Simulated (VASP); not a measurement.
# MgO (P6_3/mmc) in VASP: a series of runs, part 2 of 2

VASP 6.6.1. The steps go on from the part before.

### Step 4. Single point, PBE

This run uses another cell than the first one: it holds 12 atoms, not 4.

INCAR reads:

```
ALGO = Normal
EDIFF = 1E-6
ENCUT = 520
GGA = PE
ISIF = 2
ISMEAR = 0
LASPH = True
LCHARG = False
LREAL = False
LWAVE = False
NBANDS = 36
NELM = 100
PREC = Accurate
SIGMA = 0.05
```

KPOINTS reads:

```
k-points
0
Gamma
  7 7 2
```

POSCAR reads:

```
MgO
1.0
   -3.5213164963      0.0000000000      0.0000000000
   -1.7606582481     -3.0495495406      0.0000000000
    0.0000000000      0.0000000000     12.7181472718
Mg O
6 6
Direct
    0.6666666667      0.6666666667      0.2500000000
    0.6666666667      0.6666666667      0.5833333333
    0.6666666667      0.6666666667      0.9166666667
    0.3333333333      0.3333333333      0.0833333333
    0.3333333333      0.3333333333      0.4166666667
    0.3333333333      0.3333333333      0.7500000000
    0.6666666667      0.6666666667      0.0833333333
    0.6666666667      0.6666666667      0.4166666667
    0.6666666667      0.6666666667      0.7500000000
    0.3333333333      0.3333333333      0.2500000000
    0.3333333333      0.3333333333      0.5833333333
    0.3333333333      0.3333333333      0.9166666667
```

Potentials or basis: VASP PAW PBE potentials, release 64 (Mg, O).

On the command line:

```bash
$ cat potpaw_PBE.64/Mg/POTCAR potpaw_PBE.64/O/POTCAR > POTCAR
$ mpirun -np 1 vasp_std > vasp.out
```

OUTCAR:

```text
EDIFF = 1E-6
   ENCUT = 520
   GGA = PE
   ISIF = 2
   ISMEAR = 0
   LASPH = True
   LREAL = False
   NELM = 100
   PREC = Accurate

 ion  position               nearest neighbor table
   1  0.667  0.667  0.250-  10 2.03  10 2.03  10 2.03   8 2.12   7 2.12   5 2.94   4 2.94   4 2.94
                             5 2.94   5 2.94   4 2.94
   2  0.667  0.667  0.583-  11 2.03  11 2.03  11 2.03   8 2.12   9 2.12   5 2.94   5 2.94   5 2.94
                             6 2.94   6 2.94   6 2.94
   3  0.667  0.667  0.917-  12 2.03  12 2.03  12 2.03   7 2.12   9 2.12   4 2.94   4 2.94   4 2.94
                             6 2.94   6 2.94   6 2.94
   4  0.333  0.333  0.083-   7 2.03   7 2.03   7 2.03  12 2.12  10 2.12   3 2.94   3 2.94   3 2.94
                             1 2.94   1 2.94   1 2.94
   5  0.333  0.333  0.417-   8 2.03   8 2.03   8 2.03  11 2.12  10 2.12   2 2.94   2 2.94   2 2.94
                             1 2.94   1 2.94   1 2.94
   6  0.333  0.333  0.750-   9 2.03   9 2.03   9 2.03  11 2.12  12 2.12   3 2.94   2 2.94   2 2.94
                             3 2.94   3 2.94   2 2.94
   7  0.667  0.667  0.083-   4 2.03   4 2.03   4 2.03   3 2.12   1 2.12
   8  0.667  0.667  0.417-   5 2.03   5 2.03   5 2.03   2 2.12   1 2.12
   9  0.667  0.667  0.750-   6 2.03   6 2.03   6 2.03   3 2.12   2 2.12
  10  0.333  0.333  0.250-   1 2.03   1 2.03   1 2.03   4 2.12   5 2.12
  11  0.333  0.333  0.583-   2 2.03   2 2.03   2 2.03   5 2.12   6 2.12
[... 8 lines left out ...]
 A1 = (   1.7606582481,   3.0495495406,   0.0000000000)
 A2 = (  -3.5213164963,   0.0000000000,   0.0000000000)
 A3 = (   0.0000000000,   0.0000000000,  12.7181472718)

Analysis of symmetry for initial positions (statically):
=====================================================================
 Subroutine PRICEL returns following result:

  LATTYP: Found a hexagonal cell.
 ALAT       =     3.5213164963
 C/A-ratio  =     1.2039197351

  Lattice vectors:

 A1 = (   1.7606582481,   3.0495495406,   0.0000000000)
 A2 = (  -3.5213164963,   0.0000000000,   0.0000000000)
 A3 = (   0.0000000000,   0.0000000000,   4.2393824235)

   3 primitive cells build up your supercell.

 Routine SETGRP: Setting up the symmetry group for a
 hexagonal supercell.

 Subroutine GETGRP returns: Found 24 space group operations
 (whereof 12 operations were pure point group operations)
 out of a pool of 24 trial point group operations.

The static configuration has the point symmetry D_3d.
 The point group associated with its full space group is D_6h.

Analysis of symmetry for dynamics (positions and initial velocities):
=====================================================================
 Subroutine PRICEL returns following result:

  LATTYP: Found a hexagonal cell.
 ALAT       =     3.5213164963
 C/A-ratio  =     1.2039197351

  Lattice vectors:

 A1 = (   1.7606582481,   3.0495495406,   0.0000000000)
 A2 = (  -3.5213164963,   0.0000000000,   0.0000000000)
 A3 = (   0.0000000000,   0.0000000000,   4.2393824235)

   3 primitive cells build up your supercell.

 Routine SETGRP: Setting up the symmetry group for a
 hexagonal supercell.

 Subroutine GETGRP returns: Found 24 space group operations
 (whereof 12 operations were pure point group operations)
 out of a pool of 24 trial point group operations.

The dynamic configuration has the point symmetry D_3d.
 The point group associated with its full space group is D_6h.
[... 78 lines left out ...]
   total plane-waves  NPLWV =  75264
   dimension x,y,z NGX =    28 NGY =   28 NGZ =   96
   dimension x,y,z NGXF=    56 NGYF=   56 NGZF=  192
   ions per type =               6   6
   NGX,Y,Z   is equivalent  to a cutoff of  13.22, 13.22, 12.55 a.u.
   NGXF,Y,Z  is equivalent  to a cutoff of  26.44, 26.44, 25.10 a.u.
 SYSTEM =  unknown system
   PREC   = accura    normal or accurate (medium, high low for compatibility)
   ISTART =      0    job   : 0-new  1-cont  2-samecut
   ICHARG =      2    charge: 1-file 2-atom 10-const
   ISPIN  =      1    spin polarized calculation?
   LNONCOLLINEAR =      F non collinear calculations
   LSORBIT =      F    spin-orbit coupling
   LASPH  =      T    aspherical Exc in radial PAW
   ENCUT  =  520.0 eV  38.22 Ry    6.18 a.u.   6.55  6.55 23.65*2*pi/ulx,y,z
   NELM   =    100;   NELMIN=  2; NELMDL= -5     # of ELM steps
   EDIFF  = 0.1E-05   stopping-criterion for ELM
   LREAL  =      F    real-space projection
   EDIFFG = 0.1E-04   stopping-criterion for IOM
   NSW    =      0    number of steps for IOM
   IBRION =     -1    ionic relax: 0-MD 1-quasi-New 2-CG
   NFREE  =      0    steps in history (QN), initial steepest desc. (CG)
   ISIF   =      2    stress and relaxation
   ISYM   =      2    0-nonsym 1-usesym 2-fastsym
   POTIM  = 0.5000    time-step for ionic-motion
   TEBEG  =    0.0;   TEEND  =   0.0 temperature during run
   PSTRESS=    0.0 pullay stress
   NELECT =      48.0000    total number of electrons
   NUPDOWN=      -1.0000    fix difference up-down
   EMIN   =  10.00;   EMAX   =-10.00  energy-range for DOS
   EFERMI =   0.00;   METHOD = LEGACY
   ISMEAR =     0;   SIGMA  =   0.05  broadening in eV -4-tet -1-fermi 0-gaus
   EFERMI_NEDOS =   21; number of points for ismear=-14 and -15
   IALGO  =     38    algorithm
   IMIX   =      4    mixing-type and parameters
     AMIX     =   0.40;   BMIX     =  1.00
     AMIX_MAG =   1.60;   BMIX_MAG =  1.00
  volume/ion in A,a.u.               =      11.38        76.80
  Fermi-wavevector in a.u.,A,eV,Ry     =   1.155315  2.183229 18.160411  1.334753
  Thomas-Fermi vector in A             =   2.291944
   LORBIT       =      0    0 simple, 1 ext, 2 COOP (PROOUT), +10 PAW based schemes
   GGA     = PE    functional components
   LHFCALC =     F    Hartree Fock is set to
   AEXX    =    0.0000 exact exchange contribution
   IVDW    =     0    specifies the selected vdW correction
   LEPSILON=     F    determine dielectric tensor
   LRPA    =     F    only Hartree local field effects (RPA)
 non-spin polarized calculation
 Gauss-broadening in eV      SIGMA  =   0.05
  energy-cutoff  :      520.00
  volume of cell :      136.57
 maximum number of plane-waves:      3731
 NGX is ok and might be reduce to    28

 number of electron      47.9999971 magnetization

 Free energy of the ion-electron system (eV)
  ---------------------------------------------------
  ext. energy  EPLUGINS =         0.00000000
  ---------------------------------------------------
  free energy    TOTEN  =       -71.02543581 eV

  energy without entropy =      -71.02543581  energy(sigma->0) =      -71.02543581

 E-fermi :   2.0630     XC(G=0):  -9.9235

 val. band max:        1.7907842109   @ k =   0.0000   0.0000   0.0000
 cond. band min:       5.0487603446   @ k =   0.0000   0.0000   0.0000
 fundamental gap:      3.2579761337
 Fermi energy:         2.0629709210

 k-point     1 :       0.0000    0.0000    0.0000
  band No.  band energies     occupation
      1     -15.0023      2.00000
      2     -14.6798      2.00000
      3     -14.6798      2.00000
      4     -14.0249      2.00000
      5     -14.0249      2.00000
      6     -13.6971      2.00000
[... 613 lines left out ...]
     35      12.9856      0.00000
     36      12.9856      0.00000

------------------------ aborting loop because EDIFF is reached ----------------------------------------

  FORCE on cell =-STRESS in cart. coord.  units (eV):
  Direction    XX          YY          ZZ          XY          YZ          ZX
  --------------------------------------------------------------------------------------
  -------------------------------------------------------------------------------------
  Total       -0.4208203     -0.4208203     -0.5589442      0.0000000      0.0000000     -0.0000000
  in kB       -4.9367670     -4.9367670     -6.5571391      0.0000000      0.0000000     -0.0000000
  external PRESSURE =      -5.4768910 kB  Pullay stress =       0.0000000 kB

 VOLUME and BASIS-vectors are now :
 -----------------------------------------------------------------------------
  energy-cutoff  :      520.00
  volume of cell :      136.57
      direct lattice vectors                 reciprocal lattice vectors
    -3.521316496  0.000000000  0.000000000    -0.283984697  0.163958642  0.000000000
    -1.760658248 -3.049549541  0.000000000     0.000000000 -0.327917283  0.000000000
     0.000000000  0.000000000 12.718147272     0.000000000  0.000000000  0.078627805

 POSITION                                       TOTAL-FORCE (eV/Angst)
 -----------------------------------------------------------------------------------
     -3.52132     -2.03303      3.17954         0.000000     -0.000000     -0.000000
     -3.52132     -2.03303      7.41892         0.000000      0.000000     -0.000000
     -3.52132     -2.03303     11.65830        -0.000000      0.000000     -0.000000
     -1.76066     -1.01652      1.05985        -0.000000     -0.000000     -0.000000
     -1.76066     -1.01652      5.29923        -0.000000     -0.000000     -0.000000
     -1.76066     -1.01652      9.53861        -0.000000     -0.000000     -0.000000
     -3.52132     -2.03303      1.05985        -0.000000      0.000000     -0.000000
     -3.52132     -2.03303      5.29923         0.000000     -0.000000      0.000000
     -3.52132     -2.03303      9.53861         0.000000     -0.000000     -0.000000
     -1.76066     -1.01652      3.17954         0.000000      0.000000      0.000000
     -1.76066     -1.01652      7.41892        -0.000000      0.000000      0.000000
     -1.76066     -1.01652     11.65830        -0.000000      0.000000     -0.000000
 -----------------------------------------------------------------------------------
    total drift:                               -0.000001      0.000001     -0.000001

  FREE ENERGIE OF THE ION-ELECTRON SYSTEM (eV)
  ---------------------------------------------------
  free  energy   TOTEN  =       -71.0254358073 eV

  energy  without entropy=      -71.0254358073  energy(sigma->0) =      -71.02543581
```

It took 37 s on 1 thread of Intel Xeon 6975P-C (Granite Rapids), shared host; peak memory 0.28 GiB.

What came out:

- Free energy: -71.0254 eV
- Pressure: -0.5 GPa
- Band gap on the k mesh: 3.26 eV

Levels at points of the mesh, in eV from the valence-band top:
```
           k point  band 22  band 23  band 24  band 25  band 26  band 27
(0.00, 0.00, 0.00)    -0.77    -0.77     0.00     3.26     4.95     4.95
(0.00, 0.00, 0.50)    -0.84    -0.50    -0.50     3.81     3.81     6.27
```

### Step 5. Single point, PBE

This run uses another cell than the first one: it holds 8 atoms, not 4.

INCAR reads:

```
SYSTEM = MgO
  PREC = Accurate
  ENCUT = 520
  EDIFF = 1E-6
  ISMEAR = 0
  SIGMA = 0.05
  LREAL = .FALSE.
  LASPH = .TRUE.
  NELM = 80
  ALGO = Normal
  ISIF = 2
  LWAVE = .FALSE.
  LCHARG = .TRUE.
  GGA = PE
  LELF = .TRUE.
  LVHAR = .TRUE.
  NBANDS = 26
```

KPOINTS reads:

```
Automatic mesh
0
G
  8 8 8
  0 0 0
```

POSCAR reads:

```
MgO
1.0
    3.5213164963      0.0000000000      0.0000000000
    1.7606582482     -3.0495495405     -4.2393824239
    1.7606582481      3.0495495406     -4.2393824239
Mg O
4 4
Direct
    0.8750000000      0.4583333333      0.7916666667
    0.3750000000      0.9583333333      0.2916666667
    0.1250000000      0.5416666667      0.2083333333
    0.6250000000      0.0416666667      0.7083333333
    0.6250000000      0.7083333333      0.0416666667
    0.1250000000      0.2083333333      0.5416666667
    0.3750000000      0.2916666667      0.9583333333
    0.8750000000      0.7916666667      0.4583333333
```

Potentials or basis: VASP PAW PBE potentials, release 64 (Mg, O).

On the command line:

```bash
$ cat potpaw_PBE.64/Mg/POTCAR potpaw_PBE.64/O/POTCAR > POTCAR
$ mpirun -np 1 vasp_std > vasp.out
```

OUTCAR:

```text
SYSTEM = MgO
   PREC = Accurate
   ENCUT = 520
   EDIFF = 1E-6
   ISMEAR = 0
   LREAL = .FALSE.
   LASPH = .TRUE.
   NELM = 80
   ISIF = 2
   GGA = PE

 ion  position               nearest neighbor table
   1  0.875  0.458  0.792-   7 2.03   7 2.03   8 2.03   6 2.12   5 2.12   4 2.94   3 2.94   4 2.94
                             3 2.94   4 2.94   3 2.94   2 3.52   2 3.52   2 3.52   2 3.52
   2  0.375  0.958  0.292-   8 2.03   8 2.03   7 2.03   6 2.12   5 2.12   3 2.94   4 2.94   3 2.94
                             4 2.94   3 2.94   4 2.94   1 3.52   1 3.52   1 3.52   1 3.52
   3  0.125  0.542  0.208-   5 2.03   5 2.03   6 2.03   8 2.12   7 2.12   2 2.94   1 2.94   2 2.94
                             1 2.94   2 2.94   1 2.94   4 3.52   4 3.52   4 3.52   4 3.52
   4  0.625  0.042  0.708-   6 2.03   6 2.03   5 2.03   8 2.12   7 2.12   1 2.94   2 2.94   1 2.94
                             2 2.94   1 2.94   2 2.94   3 3.52   3 3.52   3 3.52   3 3.52
   5  0.625  0.708  0.042-   3 2.03   3 2.03   4 2.03   2 2.12   1 2.12
   6  0.125  0.208  0.542-   4 2.03   4 2.03   3 2.03   2 2.12   1 2.12
   7  0.375  0.292  0.958-   1 2.03   1 2.03   2 2.03   4 2.12   3 2.12
   8  0.875  0.792  0.458-   2 2.03   2 2.03   1 2.03   4 2.12   3 2.12

  LATTYP: Found a body centered orthorhombic cell.
 ALAT       =     3.5213164963
 B/A-ratio  =     1.7320508076
 C/A-ratio  =     2.4078394705

  Lattice vectors:

 A1 = (  -1.7606582482,   3.0495495405,   4.2393824239)
 A2 = (   1.7606582482,  -3.0495495406,   4.2393824239)
 A3 = (   1.7606582481,   3.0495495406,  -4.2393824239)

Analysis of symmetry for initial positions (statically):
=====================================================================
 Subroutine PRICEL returns following result:

  LATTYP: Found a hexagonal cell.
 ALAT       =     3.5213164963
 C/A-ratio  =     1.2039197352

  Lattice vectors:

 A1 = (   1.7606582481,   3.0495495406,   0.0000000000)
 A2 = (   1.7606582482,  -3.0495495406,   0.0000000000)
 A3 = (   0.0000000000,   0.0000000000,  -4.2393824239)

   2 primitive cells build up your supercell.

 Routine SETGRP: Setting up the symmetry group for a
 body centered orthorhombic supercell.

[... 163 lines left out ...]
   IVDW    =     0    specifies the selected vdW correction
   LEPSILON=     F    determine dielectric tensor
   LRPA    =     F    only Hartree local field effects (RPA)
 non-spin polarized calculation
 Gauss-broadening in eV      SIGMA  =   0.05
  energy-cutoff  :      520.00
  volume of cell :       91.05
 maximum number of plane-waves:      2484
 NGX is ok and might be reduce to    28

 number of electron      31.9999985 magnetization

 Free energy of the ion-electron system (eV)
  ---------------------------------------------------
  ext. energy  EPLUGINS =         0.00000000
  ---------------------------------------------------
  free energy    TOTEN  =       -47.35037901 eV

  energy without entropy =      -47.35037901  energy(sigma->0) =      -47.35037901

 E-fermi :   1.9995     XC(G=0):  -9.9235

 val. band max:        1.7911552861   @ k =   0.0000   0.0000   0.0000
 cond. band min:       5.0487859335   @ k =   0.0000   0.0000   0.0000
 fundamental gap:      3.2576306474
 Fermi energy:         1.9995482574

 k-point     1 :       0.0000    0.0000    0.0000
  band No.  band energies     occupation
      1     -15.0020      2.00000
      2     -14.0860      2.00000
      3     -14.0860      2.00000
      4     -13.6968      2.00000
      5      -1.9666      2.00000
      6      -1.9666      2.00000
[... 685 lines left out ...]
     25      14.5304      0.00000
     26      14.8118      0.00000

 [... further k-points ...]

------------------------ aborting loop because EDIFF is reached ----------------------------------------

  FORCE on cell =-STRESS in cart. coord.  units (eV):
  Direction    XX          YY          ZZ          XY          YZ          ZX
  --------------------------------------------------------------------------------------
  -------------------------------------------------------------------------------------
  Total       -0.2945688     -0.2946954     -0.3856260      0.0000000      0.0000000     -0.0000000
  in kB       -5.1835110     -5.1857391     -6.7858381      0.0000000      0.0000000     -0.0000000
  external PRESSURE =      -5.7183627 kB  Pullay stress =       0.0000000 kB

 VOLUME and BASIS-vectors are now :
 -----------------------------------------------------------------------------
  energy-cutoff  :      520.00
  volume of cell :       91.05
      direct lattice vectors                 reciprocal lattice vectors
     3.521316496  0.000000000  0.000000000     0.283984697  0.000000000  0.117941707
     1.760658248 -3.049549541 -4.239382424     0.000000000 -0.163958642 -0.117941707
     1.760658248  3.049549541 -4.239382424     0.000000000  0.163958642 -0.117941707

 POSITION                                       TOTAL-FORCE (eV/Angst)
 -----------------------------------------------------------------------------------
      5.28197      1.01652     -5.29923        -0.000000      0.000003      0.000000
      3.52132     -2.03303     -5.29923        -0.000000      0.000003      0.000000
      1.76066     -1.01652     -3.17954         0.000000     -0.000003      0.000000
      3.52132      2.03303     -3.17954         0.000000     -0.000003      0.000000
      3.52132     -2.03303     -3.17954        -0.000000      0.000016      0.000000
      1.76066      1.01652     -3.17954        -0.000000      0.000016      0.000000
      3.52132      2.03303     -5.29923         0.000000     -0.000016      0.000000
      5.28197     -1.01652     -5.29923         0.000000     -0.000016      0.000000
 -----------------------------------------------------------------------------------
    total drift:                               -0.000000     -0.000000      0.000000

  FREE ENERGIE OF THE ION-ELECTRON SYSTEM (eV)
  ---------------------------------------------------
  free  energy   TOTEN  =       -47.3503790117 eV

  energy  without entropy=      -47.3503790117  energy(sigma->0) =      -47.35037901
```

stdout:

```text
POSCAR found type information on POSCAR MgO
 POSCAR found :  2 types and       8 ions
 scaLAPACK will be used
 LDA part: xc-table for (Slater+PW92), standard interpolation
 POSCAR, INCAR and KPOINTS ok, starting setup
 FFT: planning ... GRIDC
 FFT: planning ... GRID_SOFT
 FFT: planning ... GRID
 WAVECAR not read
 entering main loop
```

It took 3.6 min on 1 thread of Intel Xeon Platinum 8375C at 2.90GHz (Ice Lake), shared host; peak memory 0.32 GiB.

Results:

| Property | Result |
| --- | --- |
| Free energy | -47.3504 eV |
| Pressure | -0.6 GPa |
| Band gap on the k mesh | 3.26 eV |

A k mesh can miss the band edges. Expect the measured gap to be larger: semilocal functionals such as PBE lack the derivative discontinuity.

### Step 6. Summary

```csv
task,cell,k mesh,cutoff (eV),smearing,gap on the mesh (eV),pressure (GPa)
single point,"a = 3.521, b = 3.521, c = 4.239 Å, angles 90.0, 90.0, 120.0°, 4 atoms",9 × 9 × 6,520,gaussian 0.02 eV,3.26,-0.6
relaxation of cell and atoms,"relaxed from a = 3.486, b = 3.486, c = 4.178 Å, angles 90.0, 90.0, 120.0°, 4 atoms",9 × 9 × 6,600,gaussian 0.02 eV,3.29,0.0
single point,"a = 3.521, b = 3.521, c = 12.718 Å, angles 90.0, 90.0, 60.0°, 12 atoms",7 × 7 × 2,520,gaussian 0.05 eV,3.26,-0.5
single point,"a = 3.521, b = 5.511, c = 5.511 Å, angles 67.2, 71.4, 71.4°, 8 atoms",8 × 8 × 8,520,gaussian 0.05 eV,3.26,-0.6
```

Alike in all rows: level PBE; potentials or basis VASP PAW PBE potentials, release 64 (Mg, O); no spin polarisation.

Total energies depend on the potentials used, so only differences within one code and one set of settings carry meaning.
